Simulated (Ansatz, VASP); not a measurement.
Two plane-wave programs on Rh

The input INCAR:

```
SYSTEM = Rh
  ALGO = Normal
  EDIFF = 1E-6
  ENCUT = 520
  GGA = PS
  ISIF = 2
  ISMEAR = -1
  LASPH = .True.
  LCHARG = .False.
  LREAL = .False.
  LWAVE = .False.
  NBANDS = 22
  NELM = 100
  PREC = Accurate
  SIGMA = 0.1
```

The input KPOINTS:

```
k-points
0
Gamma
  10 10 5
  0 0 0
```

The input POSCAR:

```
Rh
1.0
    2.7309800000      0.0000000000      0.0000000000
   -1.3654900000      2.3651000000      0.0000000000
    0.0000000000      0.0000000000      4.4284900000
Rh
2
Direct
    0.6666666667      0.3333333333      0.7500000000
    0.3333333333      0.6666666667      0.2725810604
```

Input for Ansatz:

```yaml
crystal:
  lattice:
    - [2.73098, 0.0, 0.0]
    - [-1.36549, 2.3651, 0.0]
    - [0.0, 0.0, 4.42849]
  atoms:
    - { symbol: Rh, position: [0.6666666666666666, 0.3333333333333333, 0.75] }
    - { symbol: Rh, position: [0.3333333333333333, 0.6666666666666666, 0.2725810603614325] }
kpoints:
  mp_grid:
    grid: [10, 10, 5]
hamiltonian:
  xc: pbesol
scf:
  occupations:
    method: fermi_dirac
    width: 0.1
output:
  forces: true
```

Alike in both runs: task single point; functional PBEsol; k mesh 10 × 10 × 5; occupations fermi-dirac, width 0.1 eV; no spin polarisation.

|  | VASP | Ansatz |
| --- | --- | --- |
| version | VASP 6.6.1 | Ansatz 0.2.0 |
| potentials or method | VASP PAW PBE potentials, release 64 (Rh_pv) | plane waves, PAW |
| plane-wave cutoff (eV) | 520 | 420 |
| valence electrons in the cell | 30 | 34 |

|  | VASP | Ansatz | Ansatz less VASP |
| --- | --- | --- | --- |
| rms of the force components (eV/Å) | 0.471 | 0.471 | +0.0001 |

VASP's potentials were made for PBE, not for PBEsol. Atom by atom the forces differ by 0.000 eV/Å (rms over components). VASP's potentials hold 30 valence electrons a cell and Ansatz's 34, so a difference there can come from the potentials and not from the codes.
